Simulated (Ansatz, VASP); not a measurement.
Two plane-wave programs on Re

File INCAR:

```
  PREC = Accurate
  ENCUT = 520
  EDIFF = 1E-6
  ISMEAR = -1
  SIGMA = 0.1
  LREAL = F
  LASPH = T
  NELM = 100
  ALGO = Normal
  ISIF = 2
  LWAVE = F
  LCHARG = F
  GGA = PS
  NBANDS = 22
```

File KPOINTS:

```
regular mesh
0
Gamma
  15 15 4
```

The input POSCAR:

```
Re
1.0
    2.7889181786      0.0000000000      0.0000000000
   -1.3944590893      2.4152739918      0.0000000000
    0.0000000000      0.0000000000      8.9863056680
Re
4
Direct
    0.0000000000      1.0000000000      0.0000000000
    0.0000000000      1.0000000000      0.5000000000
    0.3333333333      0.6666666667      0.2500000000
    0.6666666667      0.3333333333      0.7500000000
```

Input for Ansatz:

```yaml
crystal:
  lattice:
    - [2.7889181786, 0.0, 0.0]
    - [-1.3944590893, 2.4152739918, 0.0]
    - [0.0, 0.0, 8.986305668]
  atoms:
    - { symbol: Re, position: [0.0, 1.0, 0.0] }
    - { symbol: Re, position: [0.0, 1.0, 0.5] }
    - { symbol: Re, position: [0.3333333333, 0.6666666667, 0.25] }
    - { symbol: Re, position: [0.6666666667, 0.3333333333, 0.75] }
hamiltonian:
  xc: pbesol
  pseudopotentials:
    kind: paw
    azcp:
      Re: "pseudopotentials/Re.paw.azcp"
basis:
  ecutwfc: 420
  fft_grid_basis: typed
kpoints:
  mp_grid: { grid: [15, 15, 4], shift: [0, 0, 0] }
magnetization:
  spin_polarized: false
scf:
  occupations: { method: fermi_dirac, width: 0.1 }
  lower_state_search: "off"
output:
  stress: true
```

Alike in both runs: task single point; functional PBEsol; k mesh 15 × 15 × 4; occupations fermi-dirac, width 0.1 eV; no spin polarisation.

|  | VASP | Ansatz |
| --- | --- | --- |
| version | VASP 6.6.1 | Ansatz 0.2.0 |
| potentials or method | VASP PAW PBE potentials, release 64 (Re), cutoff 520 eV | plane waves (420 eV) with PAW, scalar-relativistic |
| valence electrons in the cell | 28 | 60 |

VASP gave:

* pressure (GPa): -14.2
* traceless stress, the component that is largest in VASP (GPa): 0.04

Q: What did Ansatz give for the same quantities?

A: Pressure (GPa): -14.0; traceless stress, the component that is largest in VASP (GPa): 0.08.

VASP's potentials were made for PBE, not for PBEsol, and Ansatz warns of the same on its side. VASP's potentials hold 28 valence electrons a cell and Ansatz's 60, so a difference there can come from the potentials and not from the codes.

Neither program's run includes spin-orbit coupling.
